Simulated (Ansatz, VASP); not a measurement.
**Te in VASP and in Ansatz**

```
Te
1.0
     4.31714   -2.41771    0.00000
     4.31714    2.41771    0.00000
    -0.13301    0.00000    4.03496
Te
3
Direct
  0.67600 0.67600 0.67500
  0.32400 0.32400 0.32500
  0.00000 0.00000 0.00000
```

Change from the starting cell: volume scaled by 1.06, PAW files.

Alike in both runs: task electric field gradients; functional PBE; k mesh 8 × 8 × 8; occupations fermi-dirac, width 0.05 eV; no spin polarisation.

```csv
,VASP,Ansatz
version,VASP 6.6.1,Ansatz 0.2.0
potentials or method,"VASP PAW PBE potentials, release 64 (Te)","PAW with Ansatz's default frozen-core files, scalar-relativistic"
plane-wave cutoff (eV),520,420
valence electrons in the cell,18,48
```

|  | VASP | Ansatz | Ansatz less VASP |
| --- | --- | --- | --- |
| pressure (GPa) | 4.5 | 4.6 | +0.06 |
| traceless stress, the component that is largest in VASP (GPa) | 1.85 | 1.86 | +0.006 |
| rms of the force components (eV/Å) | 0.166 | 0.166 | -0.0005 |
| size of Vzz on the site where it differs most (V/Å²) | 317.4 | 330.4 | +13.04 |

Atom by atom the forces differ by 0.001 eV/Å (rms over components). The functional is the same, so the differences come from potentials, cutoffs and numerics. VASP's potentials hold 18 valence electrons a cell and Ansatz's 48, so a difference there can come from the potentials and not from the codes.

Neither program's run includes spin-orbit coupling.
